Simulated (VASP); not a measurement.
Si4Sn15C, 20 atoms in the cell. The typed cell holds 20 atoms: a = 7.635 Å, b = 7.606 Å, c = 11.666 Å, α = 84.21°, β = 71.23°, γ = 71.15°. 

| Quantity | Value |
| --- | --- |
| Program | VASP 6.6.1 |
| Task | single point |
| Functional | PBE |
| Potentials or basis | VASP PAW PBE potentials, release 64 (C, Si, Sn_d) |
| Cutoff | 520 eV |
| k mesh | 3 × 3 × 2 |
| Occupations | gaussian, width 0.1 eV |
| Spin | no spin polarisation |
| Dipole correction | no |
| Further INCAR settings | LREAL = Auto; ALGO = Normal; EDIFF = 1e-07; NBANDS = 131; ISYM = 0 |

Potentials or basis: VASP PAW PBE potentials, release 64 (C, Si, Sn_d).

Launch:

```console
$ cat potpaw_PBE.64/C/POTCAR potpaw_PBE.64/Si/POTCAR potpaw_PBE.64/Sn_d/POTCAR > POTCAR
$ mpirun -np 1 vasp_std > vasp.out
```

Hardware: 1 thread of Intel(R) Xeon(R) Platinum 8488C (Sapphire Rapids), with other jobs on the host.

Problem. How long does it take, and how much memory?

Solution. It took 20 min on 1 thread of Intel(R) Xeon(R) Platinum 8488C (Sapphire Rapids), on a shared host, peak memory 0.94 GiB. Counts: scf iterations 18, k points 10.
